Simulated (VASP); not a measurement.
The system is Ta.

```xyz
1
Lattice="-1.6513 1.6513 1.6513 1.6513 -1.6513 1.6513 1.6513 1.6513 -1.6513" Properties=species:S:1:pos:R:3 pbc="T T T"
Ta    0.0000    0.0000    0.0000
```

```yaml
Program: VASP 6.6.1
Task: relaxation of cell and atoms
Functional: PBEsol
Potentials_or_basis: VASP PAW PBE potentials, release 64 (Ta_pv)
Cutoff: 500 eV
k_mesh: 9 × 9 × 9
Occupations: methfessel-paxton, width 0.1 eV
Spin: no spin polarisation
```

At the start: pressure -4.0 GPa; volume 18.01 Å³/atom.

Q: How do energy, volume and symmetry change on relaxing?

A: Over 3 steps the energy falls by 5.2 meV/atom and the volume is 17.61 Å³/atom (-2.2 %); space group Im-3m (No. 229, to 0.1 Å) before and after.

The path:
| step | energy change (eV) | largest force (eV/Å) | pressure (GPa) | volume (Å³) |
| --- | --- | --- | --- | --- |
| 1 | 0.0000 | 0.0000 | -3.99 | 18.01 |
| 2 | 0.0149 | 0.0000 | 9.28 | 16.87 |
| 3 | -0.0052 | 0.0000 | -0.02 | 17.61 |

Final structure:
```
Ta
1.0
    -1.63885    1.63885    1.63885
     1.63885   -1.63885    1.63885
     1.63885    1.63885   -1.63885
Ta
1
Direct
  0.00000 0.00000 0.00000
```

Caveat: the PAW data sets were made with another functional, which shifts forces and pressure a little.
